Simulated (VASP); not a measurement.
The system is KMgF3.

```
K Mg F
1.0
     3.98590    0.00000    0.00000
     0.00000    3.98590    0.00000
     0.00000    0.00000    3.98590
K Mg F
1 1 3
Direct
  0.50000 0.50000 0.50000
  0.00000 0.00000 0.00000
  0.00000 0.00000 0.50000
  0.00000 0.50000 0.00000
  0.50000 0.00000 0.00000
```

Base run:

* Program: VASP 6.6.1
* Functional: LDA
* Potentials or basis: VASP PAW LDA potentials, release 64 (K_sv, Mg, F)
* Cutoff: 520 eV
* k mesh: 7 × 7 × 7
* Occupations: fermi-dirac, width 0.05 eV
* Spin: no spin polarisation

Its results: band gap on the k mesh 6.99 eV, indirect (least direct gap 7.28 eV); pressure -5.3 GPa.

Problem. The run is repeated on the same cell with these changes: functional from LDA to PBEsol; potentials or basis from VASP PAW LDA potentials, release 64 (K_sv, Mg, F) to VASP PAW PBE potentials, release 64 (K_sv, Mg, F). What comes out?

Solution. Band gap on the k mesh 7.16 eV, indirect (least direct gap 7.45 eV); pressure -0.1 GPa.

Caveats: the PAW data sets were made with another functional, which shifts forces and pressure a little (some runs).

A k mesh can miss the band edges.
